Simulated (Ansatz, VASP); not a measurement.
**WSe2 in VASP and in Ansatz**

```
W Se
1.0
    -3.27115    0.00000    0.00000
    -1.63558   -2.83290    0.00000
     0.00000    0.00000   19.22067
W Se
2 4
Direct
  0.33333 0.33333 0.51588
  0.66667 0.66667 0.17196
  0.33333 0.33333 0.08487
  0.66667 0.66667 0.42879
  0.33333 0.33333 0.25905
  0.66667 0.66667 0.60297
```

Alike in both runs: task single point; functional PBEsol; k mesh 9 × 9 × 2; occupations gaussian, width 0.05 eV; no spin polarisation.

```csv
,VASP,Ansatz
version,VASP 6.6.1,Ansatz 0.2.0
potentials or method,"VASP PAW PBE potentials, release 64 (W_sv, Se), cutoff 520 eV","scalar-relativistic, plane waves, PAW"
valence electrons in the cell,52,92
```

VASP gave:

- gap on the k mesh at the Fermi level (eV): 1.51
- rms of the force components (eV/Å): 0.028

Question: Which values does Ansatz return?

Answer: gap on the k mesh at the Fermi level (eV): 1.51; rms of the force components (eV/Å): 0.015.

VASP's potentials were made for PBE, not for PBEsol. Atom by atom the forces differ by 0.029 eV/Å (rms over components). The functional is the same, so the differences come from potentials, cutoffs and numerics. VASP's potentials hold 52 valence electrons a cell and Ansatz's 92, so a difference there can come from the potentials and not from the codes.

Neither program's run includes spin-orbit coupling.
